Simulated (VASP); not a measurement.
Here is a VASP 6.6.1 calculation.

The input INCAR:

```
PREC = Accurate
ENCUT = 520
EDIFF = 1E-6
ISMEAR = 0
SIGMA = 0.1
LREAL = False
LASPH = True
NELM = 150
ALGO = Normal
ISIF = 2
LWAVE = False
LCHARG = True
LMAXMIX = 4
LDAU = True
LDAUTYPE = 2
LDAUL = 2 -1
LDAUU = 4 0
LDAUJ = 0 0
LDAUPRINT = 1
GGA = PE
LELF = True
LVHAR = True
NBANDS = 25
```

The input KPOINTS:

```
regular mesh
0
Gamma
  14 14 8
```

POSCAR

```
CuO
1.0
    2.0926591741     -2.0916384378      0.1682124608
    2.0926591741      2.0916384378      0.1682124608
   -0.4138952329      0.0000000000      5.1568626361
Cu O
2 2
Direct
   -0.0057500000      0.4942500000      0.0018500000
    0.4942500000     -0.0057500000      0.5018500000
    0.4942122836      0.4942877164      0.2518500000
    0.4942877164      0.4942122836      0.7518500000
```

Potentials or basis: VASP PAW PBE potentials, release 64 (Cu, O).

Command:

```console
$ cat potpaw_PBE.64/Cu/POTCAR potpaw_PBE.64/O/POTCAR > POTCAR
$ mpirun -np 1 vasp_std > vasp.out
```

**Question.** Predict the pressure.

**Answer.** -3.2 GPa.

**Question.** Predict the band gap on the k mesh.

**Answer.** Zero (bands 17 and 18 overlap by 1.20 eV).

Stress tensor (GPa, compression positive):
```
-3.00  0.00  0.04
 0.00 -2.94  0.00
 0.04  0.00 -3.58
```

Caveat: the cell stands under tension; U without spin polarisation on a metal has little footing.
